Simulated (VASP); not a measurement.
# Se (R-3) in VASP: notebook, part 2 of 2

VASP 6.6.1. Earlier steps stand in the parts before.

**3. Relaxation of cell and atoms, PBEsol**

The input, INCAR:

```
SYSTEM = Se
PREC     = Accurate       ! precision mode
ENCUT    = 600            ! plane-wave cutoff, eV
EDIFF    = 1E-7           ! SCF threshold, eV
ISMEAR   = 0              ! smearing method
SIGMA    = 0.02           ! smearing width, eV
LREAL    = .FALSE.        ! projectors in reciprocal space
LASPH    = .TRUE.         ! aspherical terms in the spheres
NELM     = 100            ! most SCF steps
ALGO     = Normal         ! electronic algorithm
ISIF     = 3              ! what is computed and relaxed
LWAVE    = .FALSE.        ! write WAVECAR
LCHARG   = .FALSE.        ! write CHGCAR
GGA      = PS             ! functional
IBRION   = 2              ! ionic algorithm
NSW      = 100            ! ionic steps
EDIFFG   = -0.005         ! ionic threshold
```

The input, KPOINTS:

```
Automatic mesh
0
G
  6 6 6
  0 0 0
```

The input, POSCAR:

```
Se
1.0
    5.3514623836      3.0896682477      1.5222232904
   -5.3514623836      3.0896682477      1.5222232904
    0.0000000000     -6.1793364955      1.5222232902
Se
6
Direct
    0.3025245761      0.1671748822      0.9090848799
    0.9090848799      0.3025245761      0.1671748822
    0.1671748822      0.9090848799      0.3025245761
    0.6974754239      0.8328251178      0.0909151201
    0.0909151201      0.6974754239      0.8328251178
    0.8328251178      0.0909151201      0.6974754239
```

Potentials or basis: VASP PAW PBE potentials, release 64 (Se).

The run is started by

```console
$ cat potpaw_PBE.64/Se/POTCAR > POTCAR
$ mpirun -np 1 vasp_std > vasp.out
```

OUTCAR:

```text
SYSTEM = Se
   PREC = Accurate
   ENCUT = 600
   EDIFF = 1E-7
   ISMEAR = 0
   LREAL = .FALSE.
   LASPH = .TRUE.
   NELM = 100
   ISIF = 3
   GGA = PS
   IBRION = 2
   NSW = 100
   EDIFFG = -0.005

 ion  position               nearest neighbor table
   1  0.303  0.167  0.909-   6 2.43   5 2.43
   2  0.909  0.303  0.167-   4 2.43   6 2.43
   3  0.167  0.909  0.303-   4 2.43   5 2.43
   4  0.697  0.833  0.091-   3 2.43   2 2.43
   5  0.091  0.697  0.833-   1 2.43   3 2.43
   6  0.833  0.091  0.697-   1 2.43   2 2.43

  LATTYP: Found a trigonal (rhomboedric) cell.
 ALAT       =     6.3640681384
 COS(alpha) =    -0.4141820092

  Lattice vectors:

 A1 = (   5.3514623836,   3.0896682477,   1.5222232904)
 A2 = (  -5.3514623836,   3.0896682477,   1.5222232904)
 A3 = (   0.0000000000,  -6.1793364955,   1.5222232902)

Analysis of symmetry for initial positions (statically):
=====================================================================
 Subroutine PRICEL returns:
 Original cell was already a primitive cell.

 Routine SETGRP: Setting up the symmetry group for a
 trigonal (rhombohedral) supercell.

 Subroutine GETGRP returns: Found  6 space group operations
 (whereof  6 operations were pure point group operations)
 out of a pool of 12 trial point group operations.

The static configuration has the point symmetry S_6 .

Analysis of symmetry for dynamics (positions and initial velocities):
=====================================================================
 Subroutine PRICEL returns:
 Original cell was already a primitive cell.

 Routine SETGRP: Setting up the symmetry group for a
 trigonal (rhombohedral) supercell.

 Subroutine GETGRP returns: Found  6 space group operations
 (whereof  6 operations were pure point group operations)
 out of a pool of 12 trial point group operations.

The dynamic configuration has the point symmetry S_6 .

 Subroutine INISYM returns: Found  6 space group operations
 (whereof  6 operations are pure point group operations),
 and found     1 'primitive' translations

----------------------------------------------------------------------------------------

                                     Primitive cell

  volume of cell :     151.0129

  direct lattice vectors                    reciprocal lattice vectors
     5.351462384  3.089668248  1.522223290     0.093432405  0.053943224  0.218977949
    -5.351462384  3.089668248  1.522223290    -0.093432405  0.053943224  0.218977949
     0.000000000 -6.179336496  1.522223290     0.000000000 -0.107886448  0.218977949

  length of vectors
     6.364068138  6.364068138  6.364068138     0.244112326  0.244112326  0.244112326

  position of ions in fractional coordinates (direct lattice)
     0.302524576  0.167174882  0.909084880
     0.909084880  0.302524576  0.167174882
     0.167174882  0.909084880  0.302524576
     0.697475424  0.832825118  0.090915120
     0.090915120  0.697475424  0.832825118
     0.832825118  0.090915120  0.697475424

  ion indices of the primitive-cell ions
   primitive index   ion index
                 1           1
[... 38 lines left out ...]
  0.166667  0.166667 -0.000000      6.000000
  0.333333  0.166667 -0.000000      6.000000
[... 16 lines left out ...]
  0.333333  0.333333  0.166667      6.000000
  0.500000  0.333333  0.166667      6.000000
 [... further k-points ...]
   k-points           NKPTS =     40   k-points in BZ     NKDIM =     40   number of bands    NBANDS=     22
   number of dos      NEDOS =    301   number of ions     NIONS =      6
   total plane-waves  NPLWV = 157464
   dimension x,y,z NGX =    54 NGY =   54 NGZ =   54
   dimension x,y,z NGXF=   108 NGYF=  108 NGZF=  108
   ions per type =               6
   NGX,Y,Z   is equivalent  to a cutoff of  14.11, 14.11, 14.11 a.u.
   NGXF,Y,Z  is equivalent  to a cutoff of  28.21, 28.21, 28.21 a.u.
 SYSTEM =  Se
   PREC   = accura    normal or accurate (medium, high low for compatibility)
   ISTART =      0    job   : 0-new  1-cont  2-samecut
   ICHARG =      2    charge: 1-file 2-atom 10-const
   ISPIN  =      1    spin polarized calculation?
   LNONCOLLINEAR =      F non collinear calculations
   LSORBIT =      F    spin-orbit coupling
   LASPH  =      T    aspherical Exc in radial PAW
   ENCUT  =  600.0 eV  44.10 Ry    6.64 a.u.  12.71 12.71 12.71*2*pi/ulx,y,z
   NELM   =    100;   NELMIN=  2; NELMDL= -5     # of ELM steps
   EDIFF  = 0.1E-06   stopping-criterion for ELM
   LREAL  =      F    real-space projection
   EDIFFG = -.5E-02   stopping-criterion for IOM
   NSW    =    100    number of steps for IOM
   IBRION =      2    ionic relax: 0-MD 1-quasi-New 2-CG
   NFREE  =      1    steps in history (QN), initial steepest desc. (CG)
   ISIF   =      3    stress and relaxation
   ISYM   =      2    0-nonsym 1-usesym 2-fastsym
   POTIM  = 0.5000    time-step for ionic-motion
   TEBEG  =    0.0;   TEEND  =   0.0 temperature during run
   PSTRESS=    0.0 pullay stress
   NELECT =      36.0000    total number of electrons
   NUPDOWN=      -1.0000    fix difference up-down
   EMIN   =  10.00;   EMAX   =-10.00  energy-range for DOS
   EFERMI =   0.00;   METHOD = LEGACY
   ISMEAR =     0;   SIGMA  =   0.02  broadening in eV -4-tet -1-fermi 0-gaus
   EFERMI_NEDOS =   21; number of points for ismear=-14 and -15
   IALGO  =     38    algorithm
   IMIX   =      4    mixing-type and parameters
     AMIX     =   0.40;   BMIX     =  1.00
     AMIX_MAG =   1.60;   BMIX_MAG =  1.00
  volume/ion in A,a.u.               =      25.17       169.85
  Fermi-wavevector in a.u.,A,eV,Ry     =   1.015090  1.918241 14.019535  1.030407
  Thomas-Fermi vector in A             =   2.148355
   LORBIT       =      0    0 simple, 1 ext, 2 COOP (PROOUT), +10 PAW based schemes
   GGA     = PS    functional components
   LHFCALC =     F    Hartree Fock is set to
   AEXX    =    0.0000 exact exchange contribution
   IVDW    =     0    specifies the selected vdW correction
   LEPSILON=     F    determine dielectric tensor
   LRPA    =     F    only Hartree local field effects (RPA)
 conjugate gradient relaxation of ions
 non-spin polarized calculation
 Gauss-broadening in eV      SIGMA  =   0.02
  energy-cutoff  :      600.00
  volume of cell :      151.01
 maximum number of plane-waves:      5062
 NGX is ok and might be reduce to    54
   NGX = 25   NGY = 25   NGZ = 25

--------------------------------------- Ionic step        1  -------------------------------------------

 number of electron      35.9999998 magnetization

 Free energy of the ion-electron system (eV)
  ---------------------------------------------------
  ext. energy  EPLUGINS =         0.00000000
  ---------------------------------------------------
  free energy    TOTEN  =       -22.91598232 eV

  energy without entropy =      -22.91598232  energy(sigma->0) =      -22.91598232

------------------------ aborting loop because EDIFF is reached ----------------------------------------

  FORCE on cell =-STRESS in cart. coord.  units (eV):
  Direction    XX          YY          ZZ          XY          YZ          ZX
  --------------------------------------------------------------------------------------
  -------------------------------------------------------------------------------------
  Total        0.1727572      0.1727572      0.1079692      0.0000008      0.0000000     -0.0000000
  in kB        1.8328752      1.8328752      1.1455033      0.0000088      0.0000000     -0.0000000
  external PRESSURE =       1.6037512 kB  Pullay stress =       0.0000000 kB
[... 187 lines left out ...]
--------------------------------------- Ionic step        6  -------------------------------------------

 number of electron      35.9999999 magnetization

 Free energy of the ion-electron system (eV)
  ---------------------------------------------------
  ext. energy  EPLUGINS =         0.00000000
  ---------------------------------------------------
  free energy    TOTEN  =       -22.91628745 eV

  energy without entropy =      -22.91628745  energy(sigma->0) =      -22.91628745

 E-fermi :   3.1502     XC(G=0):  -9.4173

 val. band max:        3.0602185267   @ k =   0.5000   0.0000   0.0000
 cond. band min:       4.0245958125   @ k =  -0.1667   0.1667   0.1667
 fundamental gap:      0.9643772858
 Fermi energy:         3.1501912926

 k-point     1 :       0.0000    0.0000    0.0000
  band No.  band energies     occupation
      1     -12.7937      2.00000
      2     -10.5314      2.00000
      3     -10.5314      2.00000
      4      -8.8975      2.00000
      5      -8.8975      2.00000
      6      -7.9964      2.00000
[... 589 lines left out ...]
     21       4.9659      0.00000
     22       5.8399      0.00000

 [... further k-points ...]

------------------------ aborting loop because EDIFF is reached ----------------------------------------

  FORCE on cell =-STRESS in cart. coord.  units (eV):
  Direction    XX          YY          ZZ          XY          YZ          ZX
  --------------------------------------------------------------------------------------
  -------------------------------------------------------------------------------------
  Total       -0.0140908     -0.0140908      0.0000253      0.0000008     -0.0000000      0.0000000
  in kB       -0.1493364     -0.1493364      0.0002681      0.0000085     -0.0000000      0.0000000
  external PRESSURE =      -0.0994682 kB  Pullay stress =       0.0000000 kB
[... 21 lines left out ...]
  FREE ENERGIE OF THE ION-ELECTRON SYSTEM (eV)
  ---------------------------------------------------
  free  energy   TOTEN  =       -22.9162874500 eV

  energy  without entropy=      -22.9162874500  energy(sigma->0) =      -22.91628745

 reached required accuracy - stopping structural energy minimisation
```

Wall time 7 min (1 thread of AMD EPYC 9R45 (Zen 5), shared host); peak memory 0.43 GiB.

Results:

```yaml
Free_energy: -22.9163 eV
Relaxed_volume: 25.20 Å³/atom
Relaxed_cell: a = 6.366 Å, b = 6.366 Å, c = 6.366 Å, α = 114.47°, β = 114.47°, γ = 114.47°
Space_group_after_relaxing_to_0.05_Å: R-3 (No. 148)
Energy_gained_by_relaxing: 0.1 meV/atom
Ionic_steps: 6
Pressure_after_relaxing: 0.0 GPa
Largest_force_after_relaxing: 0.005 eV/Å
Band_gap_on_the_k_mesh: 0.96 eV, indirect (least direct gap 1.09 eV)
```

Forces on the atoms (eV/Å):
```
Se   0.002  0.004  0.002
Se  -0.004 -0.001  0.002
Se   0.003 -0.004  0.002
Se  -0.002 -0.004 -0.002
Se   0.004  0.001 -0.002
Se  -0.003  0.004 -0.002
```

Step by step:
```csv
step,energy change (eV),largest force (eV/Å),pressure (GPa),volume (Å³)
1,0.0000,0.0313,0.16,151.01
2,-0.0001,0.0143,-0.16,151.56
3,-0.0002,0.0082,-0.01,151.31
4,-0.0002,0.0078,-0.02,151.32
5,-0.0003,0.0070,-0.02,151.28
6,-0.0003,0.0048,-0.01,151.17
```

Final structure:
```cif
data_structure
_symmetry_space_group_name_H-M 'P 1'
_symmetry_Int_Tables_number 1
_cell_length_a 6.3659
_cell_length_b 6.3659
_cell_length_c 6.3659
_cell_angle_alpha 114.465
_cell_angle_beta 114.465
_cell_angle_gamma 114.465
_cell_volume 151.17
loop_
_atom_site_label
_atom_site_type_symbol
_atom_site_fract_x
_atom_site_fract_y
_atom_site_fract_z
_atom_site_occupancy
Se1 Se 0.30296 0.16751 0.90917 1
Se2 Se 0.90917 0.30296 0.16751 1
Se3 Se 0.16751 0.90917 0.30296 1
Se4 Se 0.69704 0.83249 0.09083 1
Se5 Se 0.09083 0.69704 0.83249 1
Se6 Se 0.83249 0.09083 0.69704 1
```

Levels at points of the mesh, in eV from the valence-band top:
```csv
k point,band 14,band 15,band 16,band 17,band 18,band 19,band 20,band 21,band 22
"(0.00, 0.00, 0.00)",-1.63,-1.04,-1.04,-0.53,-0.53,2.07,2.07,2.33,2.47
"(0.50, 0.00, 0.00)",-1.61,-1.34,-0.91,-0.35,0.00,1.43,1.62,2.51,2.74
"(0.50, 0.50, 0.00)",-1.98,-1.53,-1.50,-1.19,-0.09,1.14,1.44,1.86,2.71
"(0.50, 0.50, 0.50)",-1.83,-1.83,-1.15,-1.15,-0.67,1.47,1.48,1.48,3.51
```

Caveat: the PAW data sets were made with another functional, which shifts forces and pressure a little. A k mesh can miss the band edges.

**4. Single point, PBEsol**

The input, INCAR:

```
PREC = Accurate
ENCUT = 520
EDIFF = 1E-6
ISMEAR = 0
SIGMA = 0.05
LREAL = False
LASPH = True
NELM = 100
ALGO = Normal
ISIF = 2
LWAVE = False
LCHARG = False
GGA = PS
NBANDS = 27
```

The input, KPOINTS:

```
Automatic mesh
0
Gamma
  6 6 6
```

POSCAR is that of step 3.

The run is started by

```console
$ cat potpaw_PBE.64/Se/POTCAR > POTCAR
$ mpirun -np 1 vasp_std > vasp.out
```

It took 97 s on 1 thread of AMD EPYC 9R45 (Zen 5), shared host; peak memory 0.34 GiB.

The run converged. Its results:

```
Free energy            : -22.9156 eV
Pressure               : 0.2 GPa
Largest force          : 0.032 eV/Å
Band gap on the k mesh : 0.98 eV, indirect (least direct gap 1.10 eV)
```

Forces on the atoms (eV/Å):
```
Se   0.004  0.020  0.024
Se  -0.019 -0.007  0.024
Se   0.016 -0.013  0.024
Se  -0.004 -0.020 -0.024
Se   0.019  0.007 -0.024
Se  -0.016  0.013 -0.024
```

Levels at points of the mesh, in eV from the valence-band top:
```
           k point  band 15  band 16  band 17  band 18  band 19  band 20  band 21  band 22
(0.00, 0.00, 0.00)    -1.03    -1.03    -0.53    -0.53     2.07     2.07     2.34     2.49
(0.50, 0.00, 0.00)    -1.35    -0.91    -0.34     0.00     1.44     1.63     2.53     2.75
(0.50, 0.50, 0.00)    -1.53    -1.50    -1.19    -0.09     1.15     1.45     1.88     2.72
(0.50, 0.50, 0.50)    -1.82    -1.15    -1.15    -0.66     1.48     1.49     1.49     3.52
```

Caveat: the PAW data sets were made with another functional, which shifts forces and pressure a little.

**5. The runs side by side**

```tsv
task	cell	cutoff (eV)	smearing	gap on the mesh (eV)	pressure (GPa)	largest force (eV/Å)
single point	as given	520	gaussian 0.02 eV	0.98	0.2	0.03
relaxation of cell and atoms	relaxed	600	gaussian 0.02 eV	0.96	0.0	-
single point	as given	520	gaussian 0.05 eV	0.98	0.2	0.03
```

Alike in all rows: level PBEsol; potentials or basis VASP PAW PBE potentials, release 64 (Se); no spin polarisation; k mesh 6 × 6 × 6.

Caveats: the PAW data sets were made with another functional, which shifts forces and pressure a little.

Absolute energies hang on the potentials; compare differences alone.
